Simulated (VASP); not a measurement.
# BiSb (anti NiAs type) (P6_3/mmc) in VASP: a series of runs

The runs below take BiSb (anti NiAs type) through single point, with LDA.

Program: VASP 6.6.1. These are calculated values, not measurements. Logs are shortened: lines on timing, memory, paths and dates and some standing lists are left out, and cuts for length are marked.

### Step 1. The cell of the first run

It takes space group P6_3/mmc (No. 194, hexagonal). The conventional cell has a = 3.111 Å, b = 3.111 Å, c = 10.187 Å, α = 90.00°, β = 90.00°, γ = 120.00°. Bi (site symmetry -3m) has 6 Bi at 3.11 Å and 6 Sb at 3.12 Å within 4.1 Å. Sb (site symmetry -6m2) has 6 Sb at 3.11 Å and 6 Bi at 3.12 Å within 4.1 Å.

### Step 2. Single point, LDA

Input file INCAR:

```
  ALGO = Normal
  EDIFF = 1E-6
  ENCUT = 520
  ISIF = 2
  ISMEAR = -1
  LASPH = True
  LCHARG = False
  LREAL = False
  LWAVE = False
  NBANDS = 28
  NELM = 80
  PREC = Accurate
  SIGMA = 0.1
```

Input file KPOINTS:

```
k-points
0
Gamma
  9 9 5
```

Input file POSCAR:

```
BiSb
1.0
    3.1110324156      0.0000000000      0.0000000000
   -1.5555162078      2.6942331039      0.0000000000
    0.0000000000      0.0000000000     10.1870439750
Bi Sb
2 2
Direct
    0.0000000000      0.0000000000      0.0000000000
    0.0000000000      0.0000000000      0.5000000000
    0.3333333333      0.6666666667      0.2500000000
    0.6666666667      0.3333333333      0.7500000000
```

Potentials or basis: VASP PAW LDA potentials, release 64 (Bi_d, Sb).

Launch:

```
$ cat potpaw_LDA.64/Bi_d/POTCAR potpaw_LDA.64/Sb/POTCAR > POTCAR
$ mpirun -np 1 vasp_std > vasp.out
```

OUTCAR:

```text
EDIFF = 1E-6
   ENCUT = 520
   ISIF = 2
   ISMEAR = -1
   LASPH = True
   LREAL = False
   NELM = 80
   PREC = Accurate

 ion  position               nearest neighbor table
   1  0.000  0.000  0.000-   3 3.12   4 3.12   3 3.12   4 3.12   4 3.12   3 3.12
   2  0.000  0.000  0.500-   3 3.12   4 3.12   3 3.12   4 3.12   4 3.12   3 3.12
   3  0.333  0.667  0.250-   1 3.12   2 3.12   1 3.12   2 3.12   1 3.12   2 3.12
   4  0.667  0.333  0.750-   1 3.12   2 3.12   1 3.12   2 3.12   1 3.12   2 3.12

  LATTYP: Found a hexagonal cell.
 ALAT       =     3.1110324156
 C/A-ratio  =     3.2744898201

  Lattice vectors:

 A1 = (   3.1110324156,   0.0000000000,   0.0000000000)
 A2 = (  -1.5555162078,   2.6942331039,   0.0000000000)
 A3 = (   0.0000000000,   0.0000000000,  10.1870439750)

Analysis of symmetry for initial positions (statically):
=====================================================================
 Subroutine PRICEL returns:
 Original cell was already a primitive cell.

 Routine SETGRP: Setting up the symmetry group for a
 hexagonal supercell.

 Subroutine GETGRP returns: Found 24 space group operations
 (whereof 12 operations were pure point group operations)
 out of a pool of 24 trial point group operations.

The static configuration has the point symmetry D_3d.
 The point group associated with its full space group is D_6h.

Analysis of symmetry for dynamics (positions and initial velocities):
=====================================================================
 Subroutine PRICEL returns:
 Original cell was already a primitive cell.

 Routine SETGRP: Setting up the symmetry group for a
 hexagonal supercell.

 Subroutine GETGRP returns: Found 24 space group operations
 (whereof 12 operations were pure point group operations)
 out of a pool of 24 trial point group operations.

The dynamic configuration has the point symmetry D_3d.
 The point group associated with its full space group is D_6h.

 Subroutine INISYM returns: Found 24 space group operations
 (whereof 12 operations are pure point group operations),
 and found     1 'primitive' translations

----------------------------------------------------------------------------------------

                                     Primitive cell

  volume of cell :      85.3862

  direct lattice vectors                    reciprocal lattice vectors
     3.111032416  0.000000000  0.000000000     0.321436702  0.185581567  0.000000000
    -1.555516208  2.694233104  0.000000000     0.000000000  0.371163133  0.000000000
     0.000000000  0.000000000 10.187043975     0.000000000  0.000000000  0.098163903

  length of vectors
     3.111032416  3.111032416 10.187043975     0.371163133  0.371163133  0.098163903

  position of ions in fractional coordinates (direct lattice)
     0.000000000  0.000000000  0.000000000
     0.000000000  0.000000000  0.500000000
     0.333333333  0.666666667  0.250000000
     0.666666667  0.333333333  0.750000000

  ion indices of the primitive-cell ions
   primitive index   ion index
                 1           1
                 2           2
                 3           3
                 4           4

----------------------------------------------------------------------------------------

 KPOINTS: k-points

Automatic generation of k-mesh.
 Grid dimensions read from file:
 generate k-points for:    9    9    5

 Generating k-lattice:

  Cartesian coordinates                     Fractional coordinates (reciprocal lattice)
     0.035715189  0.020620174  0.000000000     0.111111111  0.000000000  0.000000000
     0.000000000  0.041240348  0.000000000     0.000000000  0.111111111  0.000000000
     0.000000000  0.000000000  0.019632781     0.000000000  0.000000000  0.200000000

  Length of vectors
     0.041240348  0.041240348  0.019632781

  Shift w.r.t. Gamma in fractional coordinates (k-lattice)
     0.000000000  0.000000000  0.000000000

 Subroutine IBZKPT returns following result:
 ===========================================

 Found     36 irreducible k-points:

 Following reciprocal coordinates:
            Coordinates               Weight
  0.000000  0.000000  0.000000      1.000000
  0.111111  0.000000  0.000000      6.000000
  0.222222  0.000000  0.000000      6.000000
  0.333333 -0.000000  0.000000      6.000000
  0.444444  0.000000  0.000000      6.000000
  0.111111  0.111111  0.000000      6.000000
[... 16 lines left out ...]
  0.333333  0.222222  0.200000     24.000000
  0.333333  0.333333  0.200000      4.000000
 [... further k-points ...]
   k-points           NKPTS =     36   k-points in BZ     NKDIM =     36   number of bands    NBANDS=     28
   number of dos      NEDOS =    301   number of ions     NIONS =      4
   total plane-waves  NPLWV =  46080
   dimension x,y,z NGX =    24 NGY =   24 NGZ =   80
   dimension x,y,z NGXF=    48 NGYF=   48 NGZF=  160
   ions per type =               2   2
   NGX,Y,Z   is equivalent  to a cutoff of  12.83, 12.83, 13.06 a.u.
   NGXF,Y,Z  is equivalent  to a cutoff of  25.65, 25.65, 26.11 a.u.
 SYSTEM =  unknown system
   PREC   = accura    normal or accurate (medium, high low for compatibility)
   ISTART =      0    job   : 0-new  1-cont  2-samecut
   ICHARG =      2    charge: 1-file 2-atom 10-const
   ISPIN  =      1    spin polarized calculation?
   LNONCOLLINEAR =      F non collinear calculations
   LSORBIT =      F    spin-orbit coupling
   LASPH  =      T    aspherical Exc in radial PAW
   ENCUT  =  520.0 eV  38.22 Ry    6.18 a.u.   5.78  5.78 18.94*2*pi/ulx,y,z
   NELM   =     80;   NELMIN=  2; NELMDL= -5     # of ELM steps
   EDIFF  = 0.1E-05   stopping-criterion for ELM
   LREAL  =      F    real-space projection
[... 7 lines left out ...]
   TEBEG  =    0.0;   TEEND  =   0.0 temperature during run
   PSTRESS=    0.0 pullay stress
   NELECT =      40.0000    total number of electrons
   NUPDOWN=      -1.0000    fix difference up-down
   EMIN   =  10.00;   EMAX   =-10.00  energy-range for DOS
   EFERMI =   0.00;   METHOD = LEGACY
   ISMEAR =    -1;   SIGMA  =   0.10  broadening in eV -4-tet -1-fermi 0-gaus
   EFERMI_NEDOS =   21; number of points for ismear=-14 and -15
   IALGO  =     38    algorithm
   IMIX   =      4    mixing-type and parameters
     AMIX     =   0.40;   BMIX     =  1.00
     AMIX_MAG =   1.60;   BMIX_MAG =  1.00
  volume/ion in A,a.u.               =      21.35       144.05
  Fermi-wavevector in a.u.,A,eV,Ry     =   1.271449  2.402690 21.994933  1.616582
  Thomas-Fermi vector in A             =   2.404381
   LORBIT       =      0    0 simple, 1 ext, 2 COOP (PROOUT), +10 PAW based schemes
   GGA     = CA    functional components
   LHFCALC =     F    Hartree Fock is set to
   AEXX    =    0.0000 exact exchange contribution
   IVDW    =     0    specifies the selected vdW correction
   LEPSILON=     F    determine dielectric tensor
   LRPA    =     F    only Hartree local field effects (RPA)
 non-spin polarized calculation
  energy-cutoff  :      520.00
  volume of cell :       85.39
 maximum number of plane-waves:      2316
 NGX is ok and might be reduce to    24
   NGX = 11   NGY = 11   NGZ = 37

 number of electron      40.0000007 magnetization

 Free energy of the ion-electron system (eV)
  ---------------------------------------------------
  ext. energy  EPLUGINS =         0.00000000
  ---------------------------------------------------
  free energy    TOTEN  =       -16.04576585 eV

  energy without entropy =      -15.98148612  energy(sigma->0) =      -16.01362599

 E-fermi :  12.5411     XC(G=0): -11.9233

 val. band max:       12.5012524234   @ k =   0.4444   0.1111   0.0000
 cond. band min:      12.6413677088   @ k =   0.4444   0.1111   0.4000
 fundamental gap:      0.1401152854
 Fermi energy:        12.5411220299

 k-point     1 :       0.0000    0.0000    0.0000
  band No.  band energies     occupation
      1     -10.9363      2.00000
      2     -10.9277      2.00000
      3     -10.8735      2.00000
      4     -10.8735      2.00000
      5     -10.8730      2.00000
      6     -10.8730      2.00000
[... 20 lines left out ...]
     27      20.8277      0.00000
     28      21.4590      0.00000

 k-point     2 :       0.1111    0.0000    0.0000
  band No.  band energies     occupation
      1     -10.9176      2.00000
      2     -10.9122      2.00000
      3     -10.8687      2.00000
      4     -10.8651      2.00000
      5     -10.8243      2.00000
      6     -10.8238      2.00000
[... 20 lines left out ...]
     27      20.2954      0.00000
     28      20.9781      0.00000

 k-point     3 :       0.2222    0.0000    0.0000
  band No.  band energies     occupation
      1     -10.9553      2.00000
      2     -10.9539      2.00000
      3     -10.7749      2.00000
      4     -10.7674      2.00000
      5     -10.7042      2.00000
      6     -10.7008      2.00000
[... 20 lines left out ...]
     27      19.2954      0.00000
     28      19.5023      0.00000

 k-point     4 :       0.3333   -0.0000    0.0000
  band No.  band energies     occupation
      1     -11.0110      2.00000
      2     -11.0107      2.00000
      3     -10.7883      2.00000
      4     -10.7836      2.00000
      5     -10.6592      2.00000
      6     -10.6510      2.00000
[... 20 lines left out ...]
     27      18.3464      0.00000
     28      18.4552      0.00000

 k-point     5 :       0.4444    0.0000    0.0000
  band No.  band energies     occupation
      1     -11.0484      2.00000
      2     -11.0483      2.00000
      3     -10.8411      2.00000
      4     -10.8357      2.00000
      5     -10.6529      2.00000
      6     -10.6501      2.00000
[... 20 lines left out ...]
     27      17.6658      0.00000
     28      18.1946      0.00000

 k-point     6 :       0.1111    0.1111    0.0000
  band No.  band energies     occupation
      1     -10.8944      2.00000
      2     -10.8940      2.00000
      3     -10.8702      2.00000
      4     -10.8638      2.00000
      5     -10.7186      2.00000
      6     -10.7160      2.00000
[... 463 lines left out ...]
      5     -10.6731      2.00000
      6     -10.6706      2.00000
[... 20 lines left out ...]
     27      19.2885      0.00000
     28      19.5954      0.00000

 k-point    22 :       0.2222    0.2222    0.2000
  band No.  band energies     occupation
      1     -10.8687      2.00000
      2     -10.8686      2.00000
      3     -10.7897      2.00000
      4     -10.7859      2.00000
      5     -10.7514      2.00000
      6     -10.7480      2.00000
[... 20 lines left out ...]
     27      18.4054      0.00000
     28      20.9498      0.00000

 k-point    23 :       0.3333    0.2222    0.2000
  band No.  band energies     occupation
      1     -10.8539      2.00000
      2     -10.8535      2.00000
      3     -10.8062      2.00000
      4     -10.8024      2.00000
      5     -10.7150      2.00000
      6     -10.7120      2.00000
[... 20 lines left out ...]
     27      18.2638      0.00000
     28      19.6209      0.00000

 k-point    24 :       0.3333    0.3333    0.2000
  band No.  band energies     occupation
      1     -10.7717      2.00000
      2     -10.7717      2.00000
      3     -10.7682      2.00000
      4     -10.7682      2.00000
      5     -10.6873      2.00000
      6     -10.6873      2.00000
[... 20 lines left out ...]
     27      18.4668      0.00000
     28      18.4668      0.00000

 [... further k-points ...]

------------------------ aborting loop because EDIFF is reached ----------------------------------------

  FORCE on cell =-STRESS in cart. coord.  units (eV):
  Direction    XX          YY          ZZ          XY          YZ          ZX
  --------------------------------------------------------------------------------------
  -------------------------------------------------------------------------------------
  Total       16.8025966     16.8025966     16.7416918      0.0000000      0.0000000     -0.0000000
  in kB      315.2819428    315.2819428    314.1391323      0.0000000      0.0000000     -0.0000000
  external PRESSURE =     314.9010060 kB  Pullay stress =       0.0000000 kB

 VOLUME and BASIS-vectors are now :
 -----------------------------------------------------------------------------
  energy-cutoff  :      520.00
  volume of cell :       85.39
      direct lattice vectors                 reciprocal lattice vectors
     3.111032416  0.000000000  0.000000000     0.321436702  0.185581567  0.000000000
    -1.555516208  2.694233104  0.000000000     0.000000000  0.371163133  0.000000000
     0.000000000  0.000000000 10.187043975     0.000000000  0.000000000  0.098163903

 POSITION                                       TOTAL-FORCE (eV/Angst)
 -----------------------------------------------------------------------------------
      0.00000      0.00000      0.00000         0.000000      0.000000     -0.000000
      0.00000      0.00000      5.09352         0.000000      0.000000     -0.000000
     -0.00000      1.79616      2.54676        -0.000000      0.000000      0.000000
      1.55552      0.89808      7.64028         0.000000     -0.000000      0.000000
 -----------------------------------------------------------------------------------
    total drift:                               -0.000000      0.000000      0.000000

  FREE ENERGIE OF THE ION-ELECTRON SYSTEM (eV)
  ---------------------------------------------------
  free  energy   TOTEN  =       -16.0457658533 eV

  energy  without entropy=      -15.9814861174  energy(sigma->0) =      -16.01362599
```

Run time: 24 s. Hardware: 1 thread of Intel Xeon 6975P-C (Granite Rapids), shared host; peak memory 0.21 GiB.

What came out:

```yaml
Free_energy: -16.0458 eV
Pressure: 31.5 GPa
Band_gap_on_the_k_mesh: zero (bands 20 and 21 overlap by 8.65 eV)
```

Caveat: the cell stands under pressure; spin-orbit coupling is left out, which moves the levels of the heavy elements.

### Step 3. Single point, LDA

Input file INCAR:

```
PREC = Accurate
ENCUT = 520
EDIFF = 1E-7
ISMEAR = -1
SIGMA = 0.1
LREAL = False
LASPH = True
NELM = 80
ALGO = Normal
ISIF = 2
LWAVE = False
LCHARG = True
LELF = True
LVHAR = True
NBANDS = 28
```

Input file KPOINTS:

```
regular mesh
0
Gamma
  9 9 5
```

Changes to POSCAR since step 2:

```diff
@@ -3,3 +3,3 @@
     3.1110324156      0.0000000000      0.0000000000
-   -1.5555162078      2.6942331039      0.0000000000
+   -1.5555162078      2.6942331040      0.0000000000
     0.0000000000      0.0000000000     10.1870439750
```

Potentials or basis: VASP PAW LDA potentials, release 64 (Bi_d, Sb).

Launch:

```
$ cat potpaw_LDA.64/Bi_d/POTCAR potpaw_LDA.64/Sb/POTCAR > POTCAR
$ mpirun -np 1 vasp_std > vasp.out
```

It took 27 s on 1 thread of Intel Xeon 6975P-C (Granite Rapids), shared host; peak memory 0.21 GiB.

Results (log left out):

```yaml
Free_energy: -16.0458 eV
Pressure: 31.5 GPa
Band_gap_on_the_k_mesh: zero (bands 20 and 21 overlap by 8.65 eV)
```

Stress tensor (GPa, compression positive):
```
31.54  0.00  0.00
 0.00 31.54  0.00
 0.00  0.00 31.43
```

Levels at points of the mesh, in eV from the Fermi level:
```
           k point  band 18  band 19  band 20  band 21  band 22  band 23
(0.00, 0.00, 0.00)     4.96     4.96     5.77     5.77     6.60     6.60
```

Caveat: the cell stands under pressure; spin-orbit coupling is left out, which moves the levels of the heavy elements.
